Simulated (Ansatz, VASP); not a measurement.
# Ni in VASP and in Ansatz

```
CELL_PARAMETERS angstrom
3.45701 0.00000 0.00000
-1.72850 2.99385 0.00000
0.00000 0.00000 2.94683
ATOMIC_POSITIONS crystal
Ni 0.33333 0.66667 0.50000
Ni 0.00000 0.00000 0.00000
Ni 0.66667 0.33333 0.50000
```

Alike in both runs: task relaxation of cell and atoms; functional PBE; k mesh 6 × 6 × 6; occupations gaussian, width 0.1 eV; collinear spin.

|  | VASP | Ansatz |
| --- | --- | --- |
| version | VASP 6.6.1 | Ansatz 0.2.0 |
| potentials or method | VASP PAW PBE potentials, release 64 (Ni), cutoff 600 eV | scalar-relativistic, plane waves, PAW |
| valence electrons in the cell | 30 | 54 |

```csv
,VASP,Ansatz,Ansatz less VASP
"gap on the k mesh at the Fermi level, each at its own relaxed structure (eV)",none,none,-
net moment per atom (μB),0.00,0.66,+0.656
size of the moment on the site where the two differ most (μB),0.00,0.71,+0.714
relaxed volume (Å³/atom),11.03,11.12,+0.093
relaxed cell length with the largest relative difference (Å),2.406,2.424,+0.0173
```

The net moments are unlike, so the other rows may belong to different states. Site moments also hang on the region over which each program counts them. A gap of «none» marks a metal or a gap that the smearing closes. VASP's potentials hold 30 valence electrons a cell and Ansatz's 54, so a difference there can come from the potentials and not from the codes.
